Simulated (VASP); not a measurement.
# KBr (Pm-3m) in VASP: single point with b88 exchange, pbe correlation

Aim: the single point of KBr with b88 exchange, pbe correlation.

Everything below comes from runs of VASP 6.6.1. Logs are shortened: lines on timing, memory, paths and dates and some standing lists are left out, and cuts for length are marked.

## 1. The cell of the first run

The structure is cubic, space group Pm-3m (No. 221). Conventional cell: a = 4.123 Å, b = 4.123 Å, c = 4.123 Å, α = 90.00°, β = 90.00°, γ = 90.00°. Within 4.7 Å of Br (site symmetry m-3m) lie 8 K at 3.57 Å and 6 Br at 4.12 Å. K (site symmetry m-3m) has 8 Br at 3.57 Å and 6 K at 4.12 Å within 4.7 Å.

## 2. Single point, b88 exchange, pbe correlation

The input, INCAR:

```
SYSTEM = KBr
ALGO = Normal
EDIFF = 1E-6
ENCUT = 500
GGA = LIBXC
GGA_COMPAT = .False.
ISIF = 2
ISMEAR = 1
LASPH = .True.
LCHARG = .False.
LIBXC1 = GGA_X_B88
LIBXC2 = GGA_C_PBE
LREAL = .False.
LWAVE = .False.
NBANDS = 15
NELM = 120
PREC = Accurate
SIGMA = 0.05
```

The input, KPOINTS:

```
k-points
0
Gamma
  7 7 7
  0 0 0
```

The input, POSCAR:

```
KBr
1.0
    4.1228034279      0.0000000000      0.0000000000
    0.0000000000      4.1228034279      0.0000000000
    0.0000000000      0.0000000000      4.1228034279
Br K
1 1
Direct
    0.5000000000      0.5000000000      0.5000000000
    0.0000000000      0.0000000000      0.0000000000
```

Potentials or basis: VASP PAW PBE potentials, release 64 (Br, K_sv).

Run with:

```
cat potpaw_PBE.64/Br/POTCAR potpaw_PBE.64/K_sv/POTCAR > POTCAR
mpirun -np 1 vasp_std > vasp.out
```

OUTCAR:

```text
SYSTEM = KBr
   EDIFF = 1E-6
   ENCUT = 500
   GGA = LIBXC
   ISIF = 2
   ISMEAR = 1
   LASPH = .True.
   LREAL = .False.
   NELM = 120
   PREC = Accurate

 ion  position               nearest neighbor table
   1  0.500  0.500  0.500-
   2  0.000  0.000  0.000-

  LATTYP: Found a simple cubic cell.
 ALAT       =     4.1228034279

  Lattice vectors:

 A1 = (   4.1228034279,   0.0000000000,   0.0000000000)
 A2 = (   0.0000000000,   4.1228034279,   0.0000000000)
 A3 = (   0.0000000000,   0.0000000000,   4.1228034279)

Analysis of symmetry for initial positions (statically):
=====================================================================
 Subroutine PRICEL returns:
 Original cell was already a primitive cell.

 Routine SETGRP: Setting up the symmetry group for a
 simple cubic supercell.

 Subroutine GETGRP returns: Found 48 space group operations
 (whereof 48 operations were pure point group operations)
 out of a pool of 48 trial point group operations.

The static configuration has the point symmetry O_h .

Analysis of symmetry for dynamics (positions and initial velocities):
=====================================================================
 Subroutine PRICEL returns:
 Original cell was already a primitive cell.

 Routine SETGRP: Setting up the symmetry group for a
 simple cubic supercell.

 Subroutine GETGRP returns: Found 48 space group operations
 (whereof 48 operations were pure point group operations)
 out of a pool of 48 trial point group operations.

The dynamic configuration has the point symmetry O_h .

 Subroutine INISYM returns: Found 48 space group operations
 (whereof 48 operations are pure point group operations),
 and found     1 'primitive' translations

----------------------------------------------------------------------------------------

                                     Primitive cell

  volume of cell :      70.0774

  direct lattice vectors                    reciprocal lattice vectors
     4.122803428  0.000000000  0.000000000     0.242553403  0.000000000  0.000000000
     0.000000000  4.122803428  0.000000000     0.000000000  0.242553403  0.000000000
     0.000000000  0.000000000  4.122803428     0.000000000  0.000000000  0.242553403

  length of vectors
     4.122803428  4.122803428  4.122803428     0.242553403  0.242553403  0.242553403

  position of ions in fractional coordinates (direct lattice)
     0.500000000  0.500000000  0.500000000
     0.000000000  0.000000000  0.000000000

  ion indices of the primitive-cell ions
   primitive index   ion index
                 1           1
                 2           2

----------------------------------------------------------------------------------------

 KPOINTS: k-points

Automatic generation of k-mesh.
 Grid dimensions read from file:
 generate k-points for:    7    7    7

 Generating k-lattice:

  Cartesian coordinates                     Fractional coordinates (reciprocal lattice)
     0.034650486  0.000000000  0.000000000     0.142857143  0.000000000  0.000000000
     0.000000000  0.034650486  0.000000000     0.000000000  0.142857143  0.000000000
     0.000000000  0.000000000  0.034650486     0.000000000  0.000000000  0.142857143

  Length of vectors
     0.034650486  0.034650486  0.034650486

  Shift w.r.t. Gamma in fractional coordinates (k-lattice)
     0.000000000  0.000000000  0.000000000

 Subroutine IBZKPT returns following result:
 ===========================================

 Found     20 irreducible k-points:

 Following reciprocal coordinates:
            Coordinates               Weight
  0.000000  0.000000  0.000000      1.000000
  0.142857  0.000000  0.000000      6.000000
  0.285714  0.000000  0.000000      6.000000
  0.428571  0.000000  0.000000      6.000000
  0.142857  0.142857  0.000000     12.000000
  0.285714  0.142857  0.000000     24.000000
[... 12 lines left out ...]
  0.428571  0.428571  0.285714     24.000000
  0.428571  0.428571  0.428571      8.000000
   k-points           NKPTS =     20   k-points in BZ     NKDIM =     20   number of bands    NBANDS=     15
   number of dos      NEDOS =    301   number of ions     NIONS =      2
   total plane-waves  NPLWV =  27000
   dimension x,y,z NGX =    30 NGY =   30 NGZ =   30
   dimension x,y,z NGXF=    60 NGYF=   60 NGZF=   60
   ions per type =               1   1
   NGX,Y,Z   is equivalent  to a cutoff of  12.10, 12.10, 12.10 a.u.
   NGXF,Y,Z  is equivalent  to a cutoff of  24.19, 24.19, 24.19 a.u.
 SYSTEM =  KBr
   PREC   = accura    normal or accurate (medium, high low for compatibility)
   ISTART =      0    job   : 0-new  1-cont  2-samecut
   ICHARG =      2    charge: 1-file 2-atom 10-const
   ISPIN  =      1    spin polarized calculation?
   LNONCOLLINEAR =      F non collinear calculations
   LSORBIT =      F    spin-orbit coupling
   LASPH  =      T    aspherical Exc in radial PAW
   ENCUT  =  500.0 eV  36.75 Ry    6.06 a.u.   7.52  7.52  7.52*2*pi/ulx,y,z
   NELM   =    120;   NELMIN=  2; NELMDL= -5     # of ELM steps
   EDIFF  = 0.1E-05   stopping-criterion for ELM
   LREAL  =      F    real-space projection
   EDIFFG = 0.1E-04   stopping-criterion for IOM
   NSW    =      0    number of steps for IOM
   IBRION =     -1    ionic relax: 0-MD 1-quasi-New 2-CG
   NFREE  =      0    steps in history (QN), initial steepest desc. (CG)
   ISIF   =      2    stress and relaxation
   ISYM   =      2    0-nonsym 1-usesym 2-fastsym
   POTIM  = 0.5000    time-step for ionic-motion
   TEBEG  =    0.0;   TEEND  =   0.0 temperature during run
   PSTRESS=    0.0 pullay stress
   NELECT =      16.0000    total number of electrons
   NUPDOWN=      -1.0000    fix difference up-down
   EMIN   =  10.00;   EMAX   =-10.00  energy-range for DOS
   EFERMI =   0.00;   METHOD = LEGACY
   ISMEAR =     1;   SIGMA  =   0.05  broadening in eV -4-tet -1-fermi 0-gaus
   EFERMI_NEDOS =   21; number of points for ismear=-14 and -15
   IALGO  =     38    algorithm
   IMIX   =      4    mixing-type and parameters
     AMIX     =   0.40;   BMIX     =  1.00
     AMIX_MAG =   1.60;   BMIX_MAG =  1.00
  volume/ion in A,a.u.               =      35.04       236.45
  Fermi-wavevector in a.u.,A,eV,Ry     =   1.000589  1.890838 13.621846  1.001177
  Thomas-Fermi vector in A             =   2.132955
   LORBIT       =      0    0 simple, 1 ext, 2 COOP (PROOUT), +10 PAW based schemes
   GGA     = LIBXC    functional components
   LHFCALC =     F    Hartree Fock is set to
   AEXX    =    0.0000 exact exchange contribution
   IVDW    =     0    specifies the selected vdW correction
   LEPSILON=     F    determine dielectric tensor
   LRPA    =     F    only Hartree local field effects (RPA)
 non-spin polarized calculation
 Methfessel and Paxton  Order N= 1 SIGMA  =   0.05
  energy-cutoff  :      500.00
  volume of cell :       70.08
 maximum number of plane-waves:      1806
 NGX is ok and might be reduce to    30
   NGX = 15   NGY = 15   NGZ = 15

 number of electron      16.0000005 magnetization

 Free energy of the ion-electron system (eV)
  ---------------------------------------------------
  ext. energy  EPLUGINS =         0.00000000
  ---------------------------------------------------
  free energy    TOTEN  =        -5.85058224 eV

  energy without entropy =       -5.85073593  energy(sigma->0) =       -5.85063347

 E-fermi :  -1.0246     XC(G=0):  -7.4915

 val. band max:       -1.0646585857   @ k =   0.4286   0.4286   0.0000
 cond. band min:       2.8007264817   @ k =   0.0000   0.0000   0.0000
 fundamental gap:      3.8653850673
 Fermi energy:        -1.0245624729

 k-point     1 :       0.0000    0.0000    0.0000
  band No.  band energies     occupation
      1     -29.8297      2.00000
      2     -13.7085      2.00000
      3     -13.2606      2.00000
      4     -13.2606      2.00000
      5     -13.2606      2.00000
      6      -1.2821      2.00000
      7      -1.2821      2.00000
      8      -1.2821      2.00000
      9       2.8007      0.00000
     10       4.9913      0.00000
     11       4.9913      0.00000
     12       8.5264      0.00000
     13       8.5264      0.00000
     14       8.5264      0.00000
     15      11.0748      0.00000

 k-point     2 :       0.1429    0.0000    0.0000
  band No.  band energies     occupation
      1     -29.8283      2.00000
      2     -13.7532      2.00000
      3     -13.2578      2.00000
      4     -13.2578      2.00000
      5     -13.2122      2.00000
      6      -1.6518      2.00000
      7      -1.2752      2.00000
      8      -1.2752      2.00000
      9       3.2440      0.00000
     10       5.1403      0.00000
     11       5.3582      0.00000
     12       8.4651      0.00000
     13       8.4651      0.00000
     14       8.6048      0.00000
     15      10.4066      0.00000

 k-point     3 :       0.2857    0.0000    0.0000
  band No.  band energies     occupation
      1     -29.8252      2.00000
      2     -13.8365      2.00000
      3     -13.2516      2.00000
      4     -13.2516      2.00000
      5     -13.1192      2.00000
      6      -2.3057      2.00000
      7      -1.2598      2.00000
      8      -1.2598      2.00000
      9       4.1784      0.00000
     10       5.5667      0.00000
     11       6.1460      0.00000
     12       8.3997      0.00000
     13       8.3997      0.00000
     14       8.8002      0.00000
     15       9.1524      0.00000
[... 271 lines left out ...]
 k-point    19 :       0.4286    0.4286    0.2857
  band No.  band energies     occupation
      1     -29.8118      2.00000
      2     -13.4991      2.00000
      3     -13.3514      2.00000
      4     -13.3116      2.00000
      5     -13.2984      2.00000
      6      -2.2727      2.00000
      7      -2.2639      2.00000
      8      -1.8882      2.00000
      9       5.4226      0.00000
     10       6.5182      0.00000
     11       6.5790      0.00000
     12       7.1826      0.00000
     13       8.2387      0.00000
     14       8.3301      0.00000
     15       9.9734      0.00000

 k-point    20 :       0.4286    0.4286    0.4286
  band No.  band energies     occupation
      1     -29.8095      2.00000
      2     -13.4327      2.00000
      3     -13.3435      2.00000
      4     -13.3435      2.00000
      5     -13.3303      2.00000
      6      -2.2634      2.00000
      7      -2.2634      2.00000
      8      -2.2476      2.00000
      9       6.0874      0.00000
     10       6.3620      0.00000
     11       6.3620      0.00000
     12       7.9550      0.00000
     13       8.1556      0.00000
     14       8.1556      0.00000
     15       9.9635      0.00000

------------------------ aborting loop because EDIFF is reached ----------------------------------------

  FORCE on cell =-STRESS in cart. coord.  units (eV):
  Direction    XX          YY          ZZ          XY          YZ          ZX
  --------------------------------------------------------------------------------------
  -------------------------------------------------------------------------------------
  Total       -0.1799256     -0.1799256     -0.1799256     -0.0000000      0.0000000      0.0000000
  in kB       -4.1136340     -4.1136340     -4.1136340     -0.0000000      0.0000000      0.0000000
  external PRESSURE =      -4.1136340 kB  Pullay stress =       0.0000000 kB

 VOLUME and BASIS-vectors are now :
 -----------------------------------------------------------------------------
  energy-cutoff  :      500.00
  volume of cell :       70.08
      direct lattice vectors                 reciprocal lattice vectors
     4.122803428  0.000000000  0.000000000     0.242553403  0.000000000  0.000000000
     0.000000000  4.122803428  0.000000000     0.000000000  0.242553403  0.000000000
     0.000000000  0.000000000  4.122803428     0.000000000  0.000000000  0.242553403

 POSITION                                       TOTAL-FORCE (eV/Angst)
 -----------------------------------------------------------------------------------
      2.06140      2.06140      2.06140         0.000000      0.000000      0.000000
      0.00000      0.00000      0.00000         0.000000      0.000000      0.000000
 -----------------------------------------------------------------------------------
    total drift:                                0.000000      0.000000     -0.000000

  FREE ENERGIE OF THE ION-ELECTRON SYSTEM (eV)
  ---------------------------------------------------
  free  energy   TOTEN  =        -5.8505822362 eV

  energy  without entropy=       -5.8507359301  energy(sigma->0) =       -5.85063347
```

Wall time 19 s (1 thread of Intel Xeon Platinum 8488C (Sapphire Rapids), shared host); peak memory 0.17 GiB.

What came out:

* Free energy: -5.8506 eV
* Pressure: -0.4 GPa
* Band gap on the k mesh: 3.87 eV (least direct gap 4.08 eV)

Caveat: the PAW data sets were made with another functional, which shifts forces and pressure a little; an odd mesh through Γ misses points on the zone boundary, where band edges can lie.
